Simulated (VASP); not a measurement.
## Ta3N: single point with LDA

The system is Ta3N.

```
Ta N
1.0
     3.09169    0.00000    0.00000
    -1.54585    2.67749    0.00000
     0.00000    0.00000    7.67171
Ta N
3 1
Direct
  0.66667 0.33333 0.82607
  0.33333 0.66667 0.17393
  0.00000 0.00000 0.50000
  0.00000 0.00000 0.00000
```

This cell differs from its parent crystal: volume scaled by 1.06.

```yaml
Program: VASP 6.6.1
Task: single point
Functional: LDA
Potentials_or_basis: VASP PAW LDA potentials, release 64 (Ta_pv, N)
Cutoff: 520 eV
k_mesh: 10 × 10 × 4
Occupations: fermi-dirac, width 0.05 eV
Spin: no spin polarisation
```

The pressure is -23.8 GPa. The largest force is 0.796 eV/Å and the band gap on the k mesh is zero (band 19 reaches 6.34 eV, above the bottom of band 20 at 5.75 eV).

Forces on the atoms (eV/Å):
```
Ta   0.000  0.000  0.796
Ta   0.000  0.000 -0.796
Ta   0.000  0.000  0.000
N    0.000  0.000  0.000
```

Stress tensor (GPa, compression positive):
```
-23.90   0.00   0.00
  0.00 -23.90   0.00
  0.00   0.00 -23.65
```

Levels at points of the mesh, in eV from the Fermi level:
| k point | band 16 | band 17 | band 18 | band 19 | band 20 | band 21 | band 22 | band 23 |
| --- | --- | --- | --- | --- | --- | --- | --- | --- |
| (0.00, 0.00, 0.00) | -1.32 | -0.45 | -0.45 | -0.29 | 0.24 | 0.24 | 0.90 | 1.70 |
| (0.50, 0.00, 0.00) | -2.91 | -1.09 | -0.47 | 0.18 | 0.62 | 0.80 | 3.21 | 3.68 |
| (0.00, 0.00, 0.50) | -1.15 | -1.05 | -0.25 | -0.25 | 0.49 | 0.49 | 1.15 | 1.16 |
| (0.50, 0.00, 0.50) | -2.69 | -1.25 | -1.16 | 0.12 | 0.86 | 1.14 | 2.20 | 4.03 |

Run time: 87 s on 1 thread of Intel(R) Xeon(R) Platinum 8259CL CPU @ 2.50GHz (Skylake/Cascade Lake), on a shared host, peak memory 0.2 GiB.

Caveat: spin-orbit coupling is left out, which moves the levels of the heavy elements.
